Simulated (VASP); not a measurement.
# YSe (Fm-3m) in VASP: a series of runs

The runs below take YSe through single point, with LDA.

Program: VASP 6.6.1. These are calculated values, not measurements. Logs are shortened: lines on timing, memory, paths and dates and some standing lists are left out, and cuts for length are marked.

## Step 1: The cell of the first run

It takes space group Fm-3m (No. 225, cubic). Conventional cell: a = 5.703 Å, b = 5.703 Å, c = 5.703 Å, α = 90.00°, β = 90.00°, γ = 90.00°. Y (site symmetry m-3m) has 6 Se at 2.85 Å within 3.8 Å. Se (site symmetry m-3m) has 6 Y at 2.85 Å within 3.8 Å.

## Step 2: Single point, LDA

Contents of INCAR:

```
PREC = Accurate
ENCUT = 500
EDIFF = 1E-6
ISMEAR = -1
SIGMA = 0.15
LREAL = F
LASPH = T
NELM = 120
ALGO = Normal
ISIF = 2
LWAVE = F
LCHARG = F
NBANDS = 16
GGA_COMPAT = F
```

Contents of KPOINTS:

```
Automatic mesh
0
Gamma
  6 6 6
```

Contents of POSCAR:

```
YSe
1.0
    0.0000000000      2.8515000000      2.8515000000
    2.8515000000      0.0000000000      2.8515000000
    2.8515000000      2.8515000000      0.0000000000
Y Se
1 1
Direct
    0.5000000000      0.5000000000      0.5000000000
    0.0000000000      0.0000000000      0.0000000000
```

Potentials or basis: VASP PAW LDA potentials, release 64 (Y_sv, Se).

Command:

```
> cat potpaw_LDA.64/Y_sv/POTCAR potpaw_LDA.64/Se/POTCAR > POTCAR
> mpirun -np 1 vasp_std > vasp.out
```

OUTCAR:

```text
PREC = Accurate
   ENCUT = 500
   EDIFF = 1E-6
   ISMEAR = -1
   LREAL = F
   LASPH = T
   NELM = 120
   ISIF = 2

 ion  position               nearest neighbor table
   1  0.500  0.500  0.500-   2 2.85   2 2.85   2 2.85   2 2.85   2 2.85   2 2.85
   2  0.000  0.000  0.000-   1 2.85   1 2.85   1 2.85   1 2.85   1 2.85   1 2.85

  LATTYP: Found a face centered cubic cell.
 ALAT       =     5.7030000000

  Lattice vectors:

 A1 = (   0.0000000000,   2.8515000000,   2.8515000000)
 A2 = (   2.8515000000,   0.0000000000,   2.8515000000)
 A3 = (   2.8515000000,   2.8515000000,   0.0000000000)

Analysis of symmetry for initial positions (statically):
=====================================================================
 Subroutine PRICEL returns:
 Original cell was already a primitive cell.

 Routine SETGRP: Setting up the symmetry group for a
 face centered cubic supercell.

 Subroutine GETGRP returns: Found 48 space group operations
 (whereof 48 operations were pure point group operations)
 out of a pool of 48 trial point group operations.

The static configuration has the point symmetry O_h .

Analysis of symmetry for dynamics (positions and initial velocities):
=====================================================================
 Subroutine PRICEL returns:
 Original cell was already a primitive cell.

 Routine SETGRP: Setting up the symmetry group for a
 face centered cubic supercell.

 Subroutine GETGRP returns: Found 48 space group operations
 (whereof 48 operations were pure point group operations)
 out of a pool of 48 trial point group operations.

The dynamic configuration has the point symmetry O_h .

 Subroutine INISYM returns: Found 48 space group operations
 (whereof 48 operations are pure point group operations),
 and found     1 'primitive' translations

----------------------------------------------------------------------------------------

                                     Primitive cell

  volume of cell :      46.3714

  direct lattice vectors                    reciprocal lattice vectors
     0.000000000  2.851500000  2.851500000    -0.175346309  0.175346309  0.175346309
     2.851500000  0.000000000  2.851500000     0.175346309 -0.175346309  0.175346309
     2.851500000  2.851500000  0.000000000     0.175346309  0.175346309 -0.175346309

  length of vectors
     4.032629973  4.032629973  4.032629973     0.303708716  0.303708716  0.303708716

  position of ions in fractional coordinates (direct lattice)
     0.500000000  0.500000000  0.500000000
     0.000000000  0.000000000  0.000000000

  ion indices of the primitive-cell ions
   primitive index   ion index
                 1           1
                 2           2

----------------------------------------------------------------------------------------

 KPOINTS: Automatic mesh

Automatic generation of k-mesh.
 Grid dimensions read from file:
 generate k-points for:    6    6    6

 Generating k-lattice:

  Cartesian coordinates                     Fractional coordinates (reciprocal lattice)
    -0.029224385  0.029224385  0.029224385     0.166666667  0.000000000  0.000000000
     0.029224385 -0.029224385  0.029224385     0.000000000  0.166666667  0.000000000
     0.029224385  0.029224385 -0.029224385     0.000000000  0.000000000  0.166666667

  Length of vectors
     0.050618119  0.050618119  0.050618119

  Shift w.r.t. Gamma in fractional coordinates (k-lattice)
     0.000000000  0.000000000  0.000000000

 Subroutine IBZKPT returns following result:
 ===========================================

 Found     16 irreducible k-points:

 Following reciprocal coordinates:
            Coordinates               Weight
  0.000000  0.000000  0.000000      1.000000
  0.166667  0.000000  0.000000      8.000000
  0.333333  0.000000  0.000000      8.000000
  0.500000  0.000000  0.000000      4.000000
  0.166667  0.166667  0.000000      6.000000
  0.333333  0.166667  0.000000     24.000000
[... 8 lines left out ...]
 -0.333333  0.333333  0.166667     24.000000
 -0.333333  0.500000  0.166667     12.000000
   k-points           NKPTS =     16   k-points in BZ     NKDIM =     16   number of bands    NBANDS=     16
   number of dos      NEDOS =    301   number of ions     NIONS =      2
   total plane-waves  NPLWV =  27000
   dimension x,y,z NGX =    30 NGY =   30 NGZ =   30
   dimension x,y,z NGXF=    60 NGYF=   60 NGZF=   60
   ions per type =               1   1
   NGX,Y,Z   is equivalent  to a cutoff of  12.37, 12.37, 12.37 a.u.
   NGXF,Y,Z  is equivalent  to a cutoff of  24.74, 24.74, 24.74 a.u.
 SYSTEM =  unknown system
   PREC   = accura    normal or accurate (medium, high low for compatibility)
   ISTART =      0    job   : 0-new  1-cont  2-samecut
   ICHARG =      2    charge: 1-file 2-atom 10-const
   ISPIN  =      1    spin polarized calculation?
   LNONCOLLINEAR =      F non collinear calculations
   LSORBIT =      F    spin-orbit coupling
   LASPH  =      T    aspherical Exc in radial PAW
   ENCUT  =  500.0 eV  36.75 Ry    6.06 a.u.   7.35  7.35  7.35*2*pi/ulx,y,z
   NELM   =    120;   NELMIN=  2; NELMDL= -5     # of ELM steps
   EDIFF  = 0.1E-05   stopping-criterion for ELM
   LREAL  =      F    real-space projection
   EDIFFG = 0.1E-04   stopping-criterion for IOM
   NSW    =      0    number of steps for IOM
   IBRION =     -1    ionic relax: 0-MD 1-quasi-New 2-CG
   NFREE  =      0    steps in history (QN), initial steepest desc. (CG)
   ISIF   =      2    stress and relaxation
   ISYM   =      2    0-nonsym 1-usesym 2-fastsym
   POTIM  = 0.5000    time-step for ionic-motion
   TEBEG  =    0.0;   TEEND  =   0.0 temperature during run
   PSTRESS=    0.0 pullay stress
   NELECT =      17.0000    total number of electrons
   NUPDOWN=      -1.0000    fix difference up-down
   EMIN   =  10.00;   EMAX   =-10.00  energy-range for DOS
   EFERMI =   0.00;   METHOD = LEGACY
   ISMEAR =    -1;   SIGMA  =   0.15  broadening in eV -4-tet -1-fermi 0-gaus
   EFERMI_NEDOS =   21; number of points for ismear=-14 and -15
   IALGO  =     38    algorithm
   IMIX   =      4    mixing-type and parameters
     AMIX     =   0.40;   BMIX     =  1.00
     AMIX_MAG =   1.60;   BMIX_MAG =  1.00
  volume/ion in A,a.u.               =      23.19       156.46
  Fermi-wavevector in a.u.,A,eV,Ry     =   1.171677  2.214148 18.678433  1.372826
  Thomas-Fermi vector in A             =   2.308117
   LORBIT       =      0    0 simple, 1 ext, 2 COOP (PROOUT), +10 PAW based schemes
   GGA     = CA    functional components
   LHFCALC =     F    Hartree Fock is set to
   AEXX    =    0.0000 exact exchange contribution
   IVDW    =     0    specifies the selected vdW correction
   LEPSILON=     F    determine dielectric tensor
   LRPA    =     F    only Hartree local field effects (RPA)
 non-spin polarized calculation
  energy-cutoff  :      500.00
  volume of cell :       46.37
 maximum number of plane-waves:      1243
 NGX is ok and might be reduce to    30
   NGX = 15   NGY = 15   NGZ = 15

 number of electron      17.0000000 magnetization

 Free energy of the ion-electron system (eV)
  ---------------------------------------------------
  ext. energy  EPLUGINS =         0.00000000
  ---------------------------------------------------
  free energy    TOTEN  =       -14.97098340 eV

  energy without entropy =      -14.91100284  energy(sigma->0) =      -14.94099312

 E-fermi :   6.0641     XC(G=0): -10.5221

 val. band max:        6.0311222091   @ k =   0.1667   0.0000   0.0000
 cond. band min:       6.2797241681   @ k =   0.1667   0.0000   0.0000
 fundamental gap:      0.2486019590
 Fermi energy:         6.0640536448

 k-point     1 :       0.0000    0.0000    0.0000
  band No.  band energies     occupation
      1     -37.2921      2.00000
      2     -17.3858      2.00000
      3     -17.3858      2.00000
      4     -17.3858      2.00000
      5      -9.1382      2.00000
      6       3.0924      2.00000
[... 8 lines left out ...]
     15      12.2880      0.00000
     16      18.3074      0.00000

 k-point     2 :       0.1667    0.0000    0.0000
  band No.  band energies     occupation
      1     -37.2875      2.00000
      2     -17.4683      2.00000
      3     -17.3907      2.00000
      4     -17.3907      2.00000
      5      -8.8814      2.00000
      6       1.6484      2.00000
[... 8 lines left out ...]
     15      13.2650      0.00000
     16      15.9431      0.00000

 k-point     3 :       0.3333    0.0000    0.0000
  band No.  band energies     occupation
      1     -37.2784      2.00000
      2     -17.6254      2.00000
      3     -17.4004      2.00000
      4     -17.4004      2.00000
      5      -8.3265      2.00000
      6      -0.1182      2.00000
[... 8 lines left out ...]
     15      13.4734      0.00000
     16      13.7460      0.00000

 k-point     4 :       0.5000    0.0000    0.0000
  band No.  band energies     occupation
      1     -37.2738      2.00000
      2     -17.7004      2.00000
      3     -17.4052      2.00000
      4     -17.4052      2.00000
      5      -8.0181      2.00000
      6      -0.8385      2.00000
[... 8 lines left out ...]
     15      12.0043      0.00000
     16      12.0043      0.00000
[... 172 lines left out ...]
 k-point    14 :       0.5000    0.3333    0.1667
  band No.  band energies     occupation
      1     -37.2723      2.00000
      2     -17.5970      2.00000
      3     -17.4826      2.00000
      4     -17.4327      2.00000
      5      -8.3164      2.00000
      6       0.0899      2.00000
[... 8 lines left out ...]
     15      12.4006      0.00000
     16      13.7170      0.00000

 k-point    15 :      -0.3333    0.3333    0.1667
  band No.  band energies     occupation
      1     -37.2693      2.00000
      2     -17.6030      2.00000
      3     -17.5075      2.00000
      4     -17.4507      2.00000
      5      -8.2341      2.00000
      6       0.1776      2.00000
[... 8 lines left out ...]
     15      13.2500      0.00000
     16      13.9406      0.00000

 k-point    16 :      -0.3333    0.5000    0.1667
  band No.  band energies     occupation
      1     -37.2678      2.00000
      2     -17.5742      2.00000
      3     -17.5076      2.00000
      4     -17.4900      2.00000
      5      -8.3616      2.00000
      6       0.7898      2.00000
[... 8 lines left out ...]
     15      13.4234      0.00000
     16      14.7392      0.00000

------------------------ aborting loop because EDIFF is reached ----------------------------------------

  FORCE on cell =-STRESS in cart. coord.  units (eV):
  Direction    XX          YY          ZZ          XY          YZ          ZX
  --------------------------------------------------------------------------------------
  -------------------------------------------------------------------------------------
  Total       -0.7380812     -0.7380812     -0.7380812     -0.0000000      0.0000000      0.0000000
  in kB      -25.5014346    -25.5014346    -25.5014346     -0.0000000      0.0000000      0.0000000
  external PRESSURE =     -25.5014346 kB  Pullay stress =       0.0000000 kB

 VOLUME and BASIS-vectors are now :
 -----------------------------------------------------------------------------
  energy-cutoff  :      500.00
  volume of cell :       46.37
      direct lattice vectors                 reciprocal lattice vectors
     0.000000000  2.851500000  2.851500000    -0.175346309  0.175346309  0.175346309
     2.851500000  0.000000000  2.851500000     0.175346309 -0.175346309  0.175346309
     2.851500000  2.851500000  0.000000000     0.175346309  0.175346309 -0.175346309

 POSITION                                       TOTAL-FORCE (eV/Angst)
 -----------------------------------------------------------------------------------
      2.85150      2.85150      2.85150         0.000000      0.000000      0.000000
      0.00000      0.00000      0.00000         0.000000      0.000000      0.000000
 -----------------------------------------------------------------------------------
    total drift:                                0.000000     -0.000000      0.000000

  FREE ENERGIE OF THE ION-ELECTRON SYSTEM (eV)
  ---------------------------------------------------
  free  energy   TOTEN  =       -14.9709834019 eV

  energy  without entropy=      -14.9110028450  energy(sigma->0) =      -14.94099312
```

Wall time 12 s (1 thread of AMD EPYC 7R43 (Zen 3), shared host); peak memory 0.13 GiB.

What came out:

```yaml
Free_energy: -14.9710 eV
Pressure: -2.6 GPa
Band_gap_on_the_k_mesh: zero (an odd number of electrons rules out a gap without spin polarisation)
```

Levels at points of the mesh, in eV from the Fermi level:
| k point | band 5 | band 6 | band 7 | band 8 | band 9 | band 10 | band 11 | band 12 | band 13 | band 14 |
| --- | --- | --- | --- | --- | --- | --- | --- | --- | --- | --- |
| (0.00, 0.00, 0.00) | -15.20 | -2.97 | -2.97 | -2.97 | -0.26 | -0.26 | -0.26 | 0.54 | 0.54 | 0.77 |
| (0.50, 0.00, 0.00) | -14.08 | -6.90 | -4.90 | -4.90 | 1.77 | 2.28 | 2.28 | 2.38 | 5.67 | 5.67 |
| (0.50, 0.50, 0.00) | -14.59 | -5.43 | -3.84 | -3.84 | -2.21 | 1.66 | 2.48 | 3.19 | 3.19 | 3.47 |

## Step 3: Single point, LDA

Contents of INCAR:

```
  PREC = Accurate
  ENCUT = 500
  EDIFF = 1E-6
  ISMEAR = -1
  SIGMA = 0.15
  LREAL = F
  LASPH = T
  NELM = 120
  ALGO = Normal
  ISIF = 2
  LWAVE = F
  LCHARG = F
  GGA = CA
  NBANDS = 16
  GGA_COMPAT = F
```

KPOINTS is that of step 2.

POSCAR is that of step 2.

Potentials or basis: VASP PAW LDA potentials, release 64 (Y_sv, Se).

Command:

```
> cat potpaw_LDA.64/Y_sv/POTCAR potpaw_LDA.64/Se/POTCAR > POTCAR
> mpirun -np 1 vasp_std > vasp.out
```

Run time: 12 s. Hardware: 1 thread of AMD EPYC 7R43 (Zen 3), shared host; peak memory 0.13 GiB.

The run converged. Its results:

```
Free energy            : -14.9710 eV
Pressure               : -2.6 GPa
Band gap on the k mesh : zero (an odd number of electrons rules out a gap without spin polarisation)
```

Levels at points of the mesh, in eV from the Fermi level:
| k point | band 7 | band 8 | band 9 | band 10 | band 11 | band 12 |
| --- | --- | --- | --- | --- | --- | --- |
| (0.00, 0.00, 0.00) | -2.97 | -2.97 | -0.26 | -0.26 | -0.26 | 0.54 |
| (0.50, 0.00, 0.00) | -4.90 | -4.90 | 1.77 | 2.28 | 2.28 | 2.38 |
| (0.50, 0.50, 0.00) | -3.84 | -3.84 | -2.21 | 1.66 | 2.48 | 3.19 |
